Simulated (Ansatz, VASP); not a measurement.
Cd2B2N: VASP beside Ansatz

```
B Cd N
1.0
     0.00000    3.69530    0.00000
     3.69530    0.00000    0.00000
     1.84765    1.84765   -4.93425
B Cd N
2 2 1
Direct
  0.37800 0.37800 0.24400
  0.62200 0.62200 0.75600
  0.75000 0.25000 0.50000
  0.25000 0.75000 0.50000
  0.00000 0.00000 0.00000
```

Alike in both runs: task single point; functional r2SCAN; k mesh 5 × 5 × 5; no spin polarisation.

|  | VASP | Ansatz |
| --- | --- | --- |
| version | VASP 6.6.1 | Ansatz 0.2.0 |
| potentials or method | VASP PAW PBE potentials, release 64 (B, Cd, N), cutoff 520 eV | PAW plane waves |
| occupations | fermi-dirac, width 0.1 eV | fermi-dirac |
| valence electrons in the cell | 35 | 51 |

Ansatz gave:

```
gap on the k mesh at the Fermi level (eV)                     : none
pressure (GPa)                                                : 16.4
traceless stress, the component that is largest in VASP (GPa) : -28.00
rms of the force components (eV/Å)                            : 1.766
```

What did VASP give for the same quantities?

gap on the k mesh at the Fermi level (eV): none; pressure (GPa): 17.8; traceless stress, the component that is largest in VASP (GPa): -28.59; rms of the force components (eV/Å): 1.801.

VASP's potentials were made for PBE, not for r2SCAN. Atom by atom the forces differ by 0.035 eV/Å (rms over components). A gap of «none» marks a metal or a gap that the smearing closes. VASP's potentials hold 35 valence electrons a cell and Ansatz's 51, so a difference there can come from the potentials and not from the codes.

The k mesh is coarse, so the values compare programs but aren't converged.
